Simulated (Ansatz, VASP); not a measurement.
Rh in VASP and in Ansatz

The input INCAR:

```
  PREC = Accurate
  ENCUT = 500
  EDIFF = 1E-6
  ISMEAR = -1
  SIGMA = 0.05
  LREAL = False
  LASPH = True
  NELM = 120
  ALGO = Normal
  ISIF = 2
  LWAVE = False
  LCHARG = False
  GGA = CA
  NBANDS = 14
  GGA_COMPAT = False
```

File KPOINTS:

```
Automatic mesh
0
Gamma
  17 17 17
```

The input POSCAR:

```
Rh
1.0
    0.0000000000      1.6504199311      1.6504199311
    1.6504199311      0.0000000000      1.6504199311
    1.6504199311      1.6504199311      0.0000000000
Rh
1
Direct
    0.0000000000      0.0000000000      0.0000000000
```

Input for Ansatz:

```yaml
crystal:
  lattice:
    - [0.0, 1.6504199311, 1.6504199311]
    - [1.6504199311, 0.0, 1.6504199311]
    - [1.6504199311, 1.6504199311, 0.0]
  atoms:
    - { symbol: Rh, position: [0.0, 0.0, 0.0] }
kpoints:
  mp_grid: { grid: [17, 17, 17] }
scf:
  occupations: { method: fermi_dirac, width: 0.05 }
hamiltonian:
  xc: lda
  pseudopotentials: { kind: paw }
output:
  forces: true
  stress: true
  eigenvalues: true
  populations: true
```

Change from the starting cell: volume scaled by 0.68, PAW files.

Alike in both runs: task single point; functional LDA; k mesh 17 × 17 × 17; occupations fermi-dirac, width 0.05 eV; no spin polarisation.

|  | VASP | Ansatz |
| --- | --- | --- |
| version | VASP 6.6.1 | Ansatz 0.2.0 |
| potentials or method | VASP PAW LDA potentials, release 64 (Rh_pv) | PAW with Ansatz's default frozen-core files, scalar-relativistic |
| plane-wave cutoff (eV) | 500 | 420 |
| valence electrons in the cell | 15 | 17 |

VASP gave:

* pressure (GPa): 320.2

Q: Estimate Ansatz's values.

A: Pressure (GPa): 314.0.

LDA's correlation is that of Perdew and Zunger in VASP and of Perdew and Wang (1992) in Ansatz. Both programs put the cell under a high pressure, so it lies far from rest at this level. VASP's potentials hold 15 valence electrons a cell and Ansatz's 17, so a difference there can come from the potentials and not from the codes.

Noted on VASP's run: the cell as given lies far from equilibrium.
